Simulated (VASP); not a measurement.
Runs of VASP 6.6.1 on BeS. The structure is that of space group I-4m2 (No. 119), or close to it. The cells are those of the table. 

```tsv
level	cell	k mesh	smearing	gap on the mesh (eV)	pressure (GPa)
PBE	a = 3.454, b = 3.454, c = 3.546 Å, angles 59.1, 59.1, 61.8°, 2 atoms	10 × 10 × 10	fermi-dirac 0.02 eV	2.80	-2.7
PBE	a = 3.458, b = 3.458, c = 3.580 Å, angles 58.8, 58.8, 62.4°, 2 atoms	6 × 6 × 6	gaussian 0.01 eV	2.70	(b)
PBE	a = 3.458, b = 3.458, c = 3.580 Å, angles 58.8, 58.8, 62.4°, 2 atoms	10 × 10 × 10	fermi-dirac 0.02 eV	2.71	-3.6
r2SCAN	a = 3.454, b = 3.454, c = 3.546 Å, angles 59.1, 59.1, 61.8°, 2 atoms	10 × 10 × 10	gaussian 0.01 eV	3.25	-3.0
PBE	a = 3.454, b = 3.454, c = 3.546 Å, angles 59.1, 59.1, 61.8°, 2 atoms	6 × 6 × 6	gaussian 0.01 eV	2.80	-2.6
r2SCAN	a = 3.458, b = 3.458, c = 3.580 Å, angles 58.8, 58.8, 62.4°, 2 atoms	10 × 10 × 10	gaussian 0.01 eV	(a)	-3.9
```

Alike in all rows: task single point; potentials or basis VASP PAW PBE potentials, release 64 (Be, S); no spin polarisation; cutoff (eV) 520.

Task: Fill in the values left out.

Result: (a) 3.15; (b) -3.5.

Caveats: the PAW data sets were made with another functional, which shifts forces and pressure a little (some runs).

A k mesh can miss the band edges.
